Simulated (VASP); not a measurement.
Here is a VASP 6.6.1 calculation.

INCAR

```
SYSTEM = CaSe
PREC = Accurate
ENCUT = 520
EDIFF = 1E-6
ISMEAR = -1
SIGMA = 0.08
LREAL = .False.
LASPH = .True.
NELM = 60
ALGO = Normal
ISIF = 2
LWAVE = .False.
LCHARG = .False.
GGA = PE
NBANDS = 15
```

File KPOINTS:

```
Automatic mesh
0
Gamma
  12 12 12
  0 0 0
```

File POSCAR:

```
CaSe
1.0
    0.0000000000      2.5804963571      2.5804963571
    2.5804963571      0.0000000000      2.5804963571
    2.5804963571      2.5804963571      0.0000000000
Ca Se
1 1
Direct
    0.0000000000      0.0000000000      0.0000000000
    0.5000000000      0.5000000000      0.5000000000
```

Potentials or basis: VASP PAW PBE potentials, release 64 (Ca_sv, Se).

Launch:

```bash
$ cat potpaw_PBE.64/Ca_sv/POTCAR potpaw_PBE.64/Se/POTCAR > POTCAR
$ mpirun -np 1 vasp_std > vasp.out
```

(1) Predict the band gap on the k mesh.

(2) Estimate the pressure.

Answers

(1) 0.38 eV (least direct gap 1.69 eV).

(2) 50.2 GPa.

Caveat: the cell stands under pressure; semilocal functionals underestimate gaps, and a narrow one can read as zero.
